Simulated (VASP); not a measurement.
Wanted: the native input for a VASP 6.6.1 run.

| Item | Value |
| --- | --- |
| Task | single point |
| Functional | r2SCAN |
| Potentials or basis | VASP PAW PBE potentials, release 64 (Sb) |
| Cutoff | 550 eV |
| k mesh | 8 × 8 × 8 |
| Occupations | fermi-dirac, width 0.1 eV |
| Spin | no spin polarisation |
| Dipole correction | no |
| Further INCAR settings | ALGO = Normal; EDIFF = 1e-06; NBANDS = 8 |

Crystal: Sb.

```
CELL_PARAMETERS angstrom
-1.88700 1.88700 1.88700
1.88700 -1.88700 1.88700
1.88700 1.88700 -1.88700
ATOMIC_POSITIONS crystal
Sb 0.00000 0.00000 0.00000
```

One way to write it, as run:

POSCAR

```
Sb
1.0
   -1.8870006251      1.8870006251      1.8870006251
    1.8870006251     -1.8870006251      1.8870006251
    1.8870006251      1.8870006251     -1.8870006251
Sb
1
Direct
    0.0000000000      0.0000000000      0.0000000000
```

INCAR.step1

```
SYSTEM = Sb
ALGO = Normal
EDIFF = 1E-5
ENCUT = 550
GGA = PE
GGA_COMPAT = .False.
ISMEAR = -1
LASPH = .True.
LCHARG = .False.
LREAL = .False.
LWAVE = .True.
NBANDS = 8
NELM = 120
PREC = Accurate
SIGMA = 0.1
```

INCAR.step2

```
SYSTEM = Sb
ALGO = Normal
EDIFF = 1E-6
ENCUT = 550
GGA_COMPAT = .False.
ISIF = 2
ISMEAR = -1
ISTART = 1
LASPH = .True.
LCHARG = .False.
LMIXTAU = .True.
LREAL = .False.
LWAVE = .False.
METAGGA = R2SCAN
NBANDS = 8
NELM = 120
PREC = Accurate
SIGMA = 0.1
```

KPOINTS

```
k-points
0
Gamma
  8 8 8
  0 0 0
```

Potentials or basis: VASP PAW PBE potentials, release 64 (Sb).

Run with:

```console
$ cat potpaw_PBE.64/Sb/POTCAR > POTCAR
$ cp INCAR.step1 INCAR
$ mpirun -np 1 vasp_std > vasp.out
$ cp INCAR.step2 INCAR
$ mpirun -np 1 vasp_std > vasp.out
```

It gave:

- Pressure: -0.1 GPa

Caveat: the PAW data sets were made with another functional, which shifts forces and pressure a little.

It took 51 s on 1 thread of AMD EPYC 7R43 64-Core Processor (Zen 3), on a shared host, peak memory 0.12 GiB.
